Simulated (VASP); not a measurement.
# PtSe2 (P-3m1) in VASP: notebook, part 2 of 2

VASP 6.6.1.

**3. Single point, LDA+U**

The input, INCAR:

```
SYSTEM = PtSe2
ALGO     = Normal         ! electronic algorithm
EDIFF    = 1E-7           ! SCF threshold, eV
ENCUT    = 520            ! plane-wave cutoff, eV
ISIF     = 2              ! what is computed and relaxed
ISMEAR   = -1             ! smearing method
LASPH    = .True.         ! aspherical terms in the spheres
LCHARG   = .False.        ! write CHGCAR
LDAU     = .True.         ! DFT+U
LDAUJ    = 0 0          
LDAUL    = 2 -1           ! shell
LDAUPRINT= 1            
LDAUTYPE = 2            
LDAUU    = 8 0            ! U, eV
LMAXMIX  = 4              ! l up to which the mixer works
LREAL    = .False.        ! projectors in reciprocal space
LWAVE    = .False.        ! write WAVECAR
NBANDS   = 18             ! bands
NELM     = 150            ! most SCF steps
PREC     = Accurate       ! precision mode
SIGMA    = 0.05           ! smearing width, eV
```

The input, KPOINTS:

```
k-points
0
Gamma
  8 8 5
  0 0 0
```

The input, POSCAR:

```
PtSe2
1.0
    3.7240000000      0.0000000000      0.0000000000
   -1.8620000000      3.2250786037      0.0000000000
    0.0000000000      0.0000000000      5.0620000000
Pt Se
1 2
Direct
    0.0000000000      0.0000000000      0.0000000000
    0.6666666667      0.3333333333      0.7500000000
    0.3333333333      0.6666666667      0.2500000000
```

Potentials or basis: VASP PAW LDA potentials, release 64 (Pt, Se).

The run is started by

```bash
cat potpaw_LDA.64/Pt/POTCAR potpaw_LDA.64/Se/POTCAR > POTCAR
mpirun -np 1 vasp_std > vasp.out
```

OUTCAR:

```text
SYSTEM = PtSe2
   EDIFF = 1E-7
   ENCUT = 520
   ISIF = 2
   ISMEAR = -1
   LASPH = .True.
   LREAL = .False.
   NELM = 150
   PREC = Accurate

 ion  position               nearest neighbor table
   1  0.000  0.000  0.000-   2 2.49   3 2.49   2 2.49   3 2.49   2 2.49   3 2.49
   2  0.667  0.333  0.750-   1 2.49   1 2.49   1 2.49
   3  0.333  0.667  0.250-   1 2.49   1 2.49   1 2.49

  LATTYP: Found a hexagonal cell.
 ALAT       =     3.7240000000
 C/A-ratio  =     1.3592910849

  Lattice vectors:

 A1 = (   3.7240000000,   0.0000000000,   0.0000000000)
 A2 = (  -1.8620000000,   3.2250786037,   0.0000000000)
 A3 = (   0.0000000000,   0.0000000000,   5.0620000000)

Analysis of symmetry for initial positions (statically):
=====================================================================
 Subroutine PRICEL returns:
 Original cell was already a primitive cell.

 Routine SETGRP: Setting up the symmetry group for a
 hexagonal supercell.

 Subroutine GETGRP returns: Found 12 space group operations
 (whereof 12 operations were pure point group operations)
 out of a pool of 24 trial point group operations.

The static configuration has the point symmetry D_3d.

Analysis of symmetry for dynamics (positions and initial velocities):
=====================================================================
 Subroutine PRICEL returns:
 Original cell was already a primitive cell.

 Routine SETGRP: Setting up the symmetry group for a
 hexagonal supercell.
[... 172 lines left out ...]
  o =  0.7719  v =  0.0000  0.7980  0.0000 -0.0000 -0.6027  0.0000  0.0000  0.0000  0.0000  0.0000      0.0000  0.0000  0.0000  0.0000  0.0000  0.0000  0.0000  0.0000  0.0000  0.0000
  o =  0.7719  v =  0.0000  0.0000  0.0000  0.0000  0.0000  0.0000  0.7980  0.0000 -0.0000 -0.6027      0.0000  0.0000  0.0000  0.0000  0.0000  0.0000  0.0000  0.0000  0.0000  0.0000
  o =  0.9699  v =  0.0000  0.0000  0.0000  0.0000  0.0000 -0.0000 -0.0000  1.0000 -0.0000 -0.0000      0.0000  0.0000  0.0000  0.0000  0.0000  0.0000  0.0000  0.0000  0.0000  0.0000
  o =  0.9699  v = -0.0000 -0.0000  1.0000 -0.0000 -0.0000  0.0000  0.0000  0.0000  0.0000  0.0000      0.0000  0.0000  0.0000  0.0000  0.0000  0.0000  0.0000  0.0000  0.0000  0.0000
  o =  0.9745  v =  0.7980  0.0000  0.0000  0.6027  0.0000  0.0000  0.0000  0.0000  0.0000  0.0000      0.0000  0.0000  0.0000  0.0000  0.0000  0.0000  0.0000  0.0000  0.0000  0.0000
  o =  0.9745  v =  0.0000  0.0000  0.0000  0.0000  0.0000  0.7980  0.0000  0.0000  0.6027  0.0000      0.0000  0.0000  0.0000  0.0000  0.0000  0.0000  0.0000  0.0000  0.0000  0.0000
  o =  0.9745  v = -0.0000  0.6027  0.0000 -0.0000  0.7980  0.0000  0.0000  0.0000  0.0000  0.0000      0.0000  0.0000  0.0000  0.0000  0.0000  0.0000  0.0000  0.0000  0.0000  0.0000
  o =  0.9745  v =  0.0000  0.0000  0.0000  0.0000  0.0000 -0.0000  0.6027  0.0000 -0.0000  0.7980      0.0000  0.0000  0.0000  0.0000  0.0000  0.0000  0.0000  0.0000  0.0000  0.0000

 number of electron      21.9999998 magnetization

 Free energy of the ion-electron system (eV)
  ---------------------------------------------------
  ext. energy  EPLUGINS =         0.00000000
  ---------------------------------------------------
  free energy    TOTEN  =       -12.25741535 eV

  energy without entropy =      -12.24930651  energy(sigma->0) =      -12.25336093

 E-fermi :   6.0111     XC(G=0): -10.8676

 val. band max:        6.0095927909   @ k =  -0.1250   0.3750   0.2000
 cond. band min:       6.0425932860   @ k =   0.2500   0.2500   0.0000
 fundamental gap:      0.0330004951
 Fermi energy:         6.0111061479

 k-point     1 :       0.0000    0.0000    0.0000
  band No.  band energies     occupation
      1      -9.3317      2.00000
      2      -6.5884      2.00000
      3      -1.8981      2.00000
      4      -1.2753      2.00000
      5      -1.2753      2.00000
      6       0.2160      2.00000
[... 481 lines left out ...]
      5      -0.3169      2.00000
      6       0.1522      2.00000
[... 10 lines left out ...]
     17      14.5110      0.00000
     18      15.4447      0.00000

 [... further k-points ...]
[... 5 lines left out ...]
  --------------------------------------------------------------------------------------
  -------------------------------------------------------------------------------------
  Total       -2.6392179     -2.6392179     -2.1947589      0.0000000      0.0000000      0.0000000
  in kB      -69.5526541    -69.5526541    -57.8396002      0.0000000      0.0000000      0.0000000
  external PRESSURE =     -65.6483028 kB  Pullay stress =       0.0000000 kB

 VOLUME and BASIS-vectors are now :
 -----------------------------------------------------------------------------
  energy-cutoff  :      520.00
  volume of cell :       60.80
      direct lattice vectors                 reciprocal lattice vectors
     3.724000000  0.000000000  0.000000000     0.268528464  0.155034981  0.000000000
    -1.862000000  3.225078604  0.000000000     0.000000000  0.310069962  0.000000000
     0.000000000  0.000000000  5.062000000     0.000000000  0.000000000  0.197550375

 POSITION                                       TOTAL-FORCE (eV/Angst)
 -----------------------------------------------------------------------------------
      0.00000      0.00000      0.00000        -0.000000      0.000000      0.000000
      1.86200      1.07503      3.79650        -0.000000     -0.000000      0.290327
     -0.00000      2.15005      1.26550         0.000000      0.000000     -0.290327
 -----------------------------------------------------------------------------------
    total drift:                               -0.000000     -0.000000     -0.000000

  FREE ENERGIE OF THE ION-ELECTRON SYSTEM (eV)
  ---------------------------------------------------
  free  energy   TOTEN  =       -12.2574153502 eV

  energy  without entropy=      -12.2493065141  energy(sigma->0) =      -12.25336093
```

OSZICAR:

```text
N       E                     dE             d eps       ncg     rms          rms(c)
DAV:   1     0.113733959424E+03    0.11373E+03   -0.10107E+04  1456   0.107E+03
DAV:   2    -0.739681247595E+01   -0.12113E+03   -0.11785E+03  1798   0.213E+02
DAV:   3    -0.120949644160E+02   -0.46982E+01   -0.46572E+01  1664   0.423E+01
DAV:   4    -0.121305889608E+02   -0.35625E-01   -0.35607E-01  1846   0.402E+00
DAV:   5    -0.121309243526E+02   -0.33539E-03   -0.33538E-03  1718   0.371E-01    0.205E+01
DAV:   6    -0.121418363713E+02   -0.10912E-01   -0.37953E-01  1550   0.580E+00    0.105E+01
DAV:   7    -0.122320216895E+02   -0.90185E-01   -0.30049E-01  1522   0.428E+00    0.320E+00
DAV:   8    -0.122458674154E+02   -0.13846E-01   -0.63141E-02  1572   0.254E+00    0.105E+00
DAV:   9    -0.122570840803E+02   -0.11217E-01   -0.41167E-02  1604   0.174E+00    0.359E-01
DAV:  10    -0.122574378978E+02   -0.35382E-03   -0.39434E-03  1696   0.472E-01    0.198E-01
DAV:  11    -0.122573686438E+02    0.69254E-04   -0.24735E-04  1568   0.120E-01    0.759E-02
DAV:  12    -0.122573955668E+02   -0.26923E-04   -0.13318E-04  1614   0.944E-02    0.387E-02
DAV:  13    -0.122574119987E+02   -0.16432E-04   -0.44981E-05  1556   0.635E-02    0.172E-02
DAV:  14    -0.122574152104E+02   -0.32117E-05   -0.10912E-05  1730   0.281E-02    0.589E-03
DAV:  15    -0.122574153443E+02   -0.13390E-06   -0.15120E-06  1574   0.111E-02    0.168E-03
DAV:  16    -0.122574153502E+02   -0.59006E-08   -0.78230E-08   848   0.223E-03
   1 F= -.12257415E+02 E0= -.12253361E+02  d E =-.810884E-02
```

Run time: 22 s. Hardware: 1 thread of Intel Xeon 6975P-C (Granite Rapids), shared host; peak memory 0.17 GiB.

What came out:

```yaml
Free_energy: -12.2574 eV
Pressure: -6.6 GPa
Largest_force: 0.290 eV/Å
Band_gap_on_the_k_mesh: zero (bands 11 and 12 overlap by 0.73 eV)
```

Forces on the atoms (eV/Å):
```
Pt   0.000  0.000  0.000
Se   0.000  0.000  0.290
Se   0.000  0.000 -0.290
```

Eigenvalues of the final occupation matrices:
| site | spin | trace | eigenvalues |
| --- | --- | --- | --- |
| site 1 d | 1 | 4.46 | 0.77 0.77 0.97 0.97 0.97 |
| site 1 d | 2 | 4.46 | 0.77 0.77 0.97 0.97 0.97 |

Caveat: the cell stands under tension; spin-orbit coupling is left out, which moves the levels of the heavy elements; U without spin polarisation on a metal has little footing.
